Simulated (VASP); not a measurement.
A run of VASP 6.6.1 is set up as follows.

INCAR

```
SYSTEM = ZnO
PREC = Accurate ; ENCUT = 520
EDIFF = 1E-7 ; ISMEAR = 0
SIGMA = 0.1 ; LREAL = .False.
LASPH = .True. ; NELM = 100
ALGO = Normal ; ISIF = 2
LWAVE = .False. ; LCHARG = .False.
GGA = PS ; NBANDS = 26
```

The input KPOINTS:

```
Automatic mesh
0
Gamma
  6 6 4
  0 0 0
```

The input POSCAR:

```
ZnO
1.0
    3.2500000000      0.0000000000      0.0000000000
   -1.6250000000      2.8145825623      0.0000000000
    0.0000000000      0.0000000000      5.2050000000
Zn O
2 2
Direct
    0.3333333333      0.6666666667      0.0000000000
    0.6666666667      0.3333333333      0.5000000000
    0.3333333333      0.6666666667      0.3820000000
    0.6666666667      0.3333333333      0.8820000000
```

Potentials or basis: VASP PAW PBE potentials, release 64 (Zn, O).

Command:

```sh
$ cat potpaw_PBE.64/Zn/POTCAR potpaw_PBE.64/O/POTCAR > POTCAR
$ mpirun -np 1 vasp_std > vasp.out
```

(1) Predict the largest force.

(2) Predict the band gap on the k mesh.

(3) Predict the pressure.

Answers

(1) 0.032 eV/Å.

(2) 0.68 eV.

(3) -0.6 GPa.

Caveat: the PAW data sets were made with another functional, which shifts forces and pressure a little.
